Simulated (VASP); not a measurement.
# Ti4S: relaxation of the atoms with PBE

The system is Ti4S, a slab with vacuum.

```xyz
5
Lattice="2.9075 0.0000 0.0000 0.0000 4.1119 0.0000 0.0000 0.0000 19.6536" Properties=species:S:1:pos:R:3 pbc="T T T"
Ti    1.4538    2.0559    4.0000
Ti    0.0000    0.0000    5.4538
Ti    1.4538    2.0559    6.7598
Ti    0.0000    0.0000    8.1536
S     0.0000    0.4112   10.3161
```

```
Program                   : VASP 6.6.1
Task                      : relaxation of the atoms
Functional                : PBE
Potentials or basis       : VASP PAW PBE potentials, release 64 (Ti_sv, S)
Cutoff                    : 520 eV
k mesh                    : 9 × 7 × 1
Occupations               : gaussian, width 0.1 eV
Spin                      : no spin polarisation
Dipole correction         : yes
Atoms held fixed (from 0) : [0, 1, 2, 3, 4]
Further INCAR settings    : ALGO = Fast; EDIFF = 1e-07; IBRION = 2; EDIFFG = -0.025; NSW = 36
```

| Quantity | Value |
| --- | --- |
| Ionic steps | 3 |
| Band gap on the k mesh | zero (bands 27 and 28 overlap by 0.77 eV) |

Final structure:
```xyz
5
Lattice="2.9075 0.0000 0.0000 0.0000 4.1119 0.0000 0.0000 0.0000 19.6536" Properties=species:S:1:pos:R:3 pbc="T T T"
Ti    1.4538    2.0559    4.0000
Ti    0.0000    0.0000    5.4538
Ti    1.4538    2.0559    6.7598
Ti    0.0000    0.0000    8.1536
S     0.0000    0.4112   10.3220
```

Levels at points of the mesh, in eV from the Fermi level:
| k point | band 23 | band 24 | band 25 | band 26 | band 27 | band 28 | band 29 | band 30 | band 31 | band 32 |
| --- | --- | --- | --- | --- | --- | --- | --- | --- | --- | --- |
| (0.00, 0.00, 0.00) | -1.35 | -1.18 | -0.62 | -0.20 | 0.23 | 0.29 | 0.60 | 0.88 | 0.93 | 1.10 |

Run time: 20 min on 1 thread of Oxide Virtual Turin-like Processor (shared host), peak memory 0.38 GiB.
